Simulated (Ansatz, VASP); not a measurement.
**SnSe: VASP beside Ansatz**

File POSCAR:

```
SnSe
1.0
    4.2853274191      0.0000000000      0.0000000000
    0.0000000000      4.2853274191      0.0000000000
    0.0000000000      0.0000000000     10.9906921300
Sn Se
2 2
Direct
    0.5000000000      0.0000000000      0.3722291100
    0.0000000000      0.5000000000      0.6277708900
    0.5148371573      0.0148371573      0.6156913687
    0.0000000000      0.5000000000      0.3839605100
```

File INCAR.step1:

```
SYSTEM = SnSe
ALGO = Normal
EDIFF = 1E-4
ENCUT = 520
GGA = PE
ISMEAR = 0
LASPH = .True.
LCHARG = .False.
LREAL = .False.
LWAVE = .True.
NBANDS = 28
NELM = 100
PREC = Accurate
SIGMA = 0.05
```

INCAR.step2

```
SYSTEM = SnSe
ALGO = Normal
EDIFF = 1E-6
ENCUT = 520
ISIF = 2
ISMEAR = 0
ISTART = 1
LASPH = .True.
LCHARG = .False.
LMIXTAU = .True.
LREAL = .False.
LWAVE = .False.
METAGGA = R2SCAN
NBANDS = 28
NELM = 100
PREC = Accurate
SIGMA = 0.05
```

Contents of KPOINTS:

```
k-points
0
Gamma
  6 6 4
  0 0 0
```

Input for Ansatz:

```yaml
crystal:
  lattice:
    - [4.2853274191, 0.0, 0.0]
    - [0.0, 4.2853274191, 0.0]
    - [0.0, 0.0, 10.99069213]
  atoms:
    - { symbol: Sn, position: [0.5, 0.0, 0.37222911] }
    - { symbol: Sn, position: [0.0, 0.5, 0.62777089] }
    - { symbol: Se, position: [0.5148371573, 0.0148371573, 0.6156913687] }
    - { symbol: Se, position: [0.0, 0.5, 0.38396051] }
basis:
  ecutwfc: 500
kpoints:
  mp_grid: { grid: [6, 6, 4] }
hamiltonian:
  xc: r2scan
scf:
  occupations: { method: gaussian, width: 0.05 }
output:
  forces: true
  stress: true
  eigenvalues: true
```

Alike in both runs: task single point; functional r2SCAN; k mesh 6 × 6 × 4; occupations gaussian, width 0.05 eV; no spin polarisation.

|  | VASP | Ansatz |
| --- | --- | --- |
| version | VASP 6.6.1 | Ansatz 0.2.0 |
| potentials or method | VASP PAW PBE potentials, release 64 (Sn_d, Se), cutoff 520 eV | scalar-relativistic, plane waves, PAW |
| valence electrons in the cell | 40 | 60 |

VASP gave:

- gap on the k mesh at the Fermi level (eV): 1.77
- least direct gap on the mesh (eV): 1.77
- rms of the force components (eV/Å): 0.055

Q: Estimate Ansatz's values.

A: gap on the k mesh at the Fermi level (eV): 1.78; least direct gap on the mesh (eV): 1.78; rms of the force components (eV/Å): 0.053.

VASP's potentials were made for PBE, not for r2SCAN. Atom by atom the forces differ by 0.008 eV/Å (rms over components). VASP's potentials hold 40 valence electrons a cell and Ansatz's 60, so a difference there can come from the potentials and not from the codes.
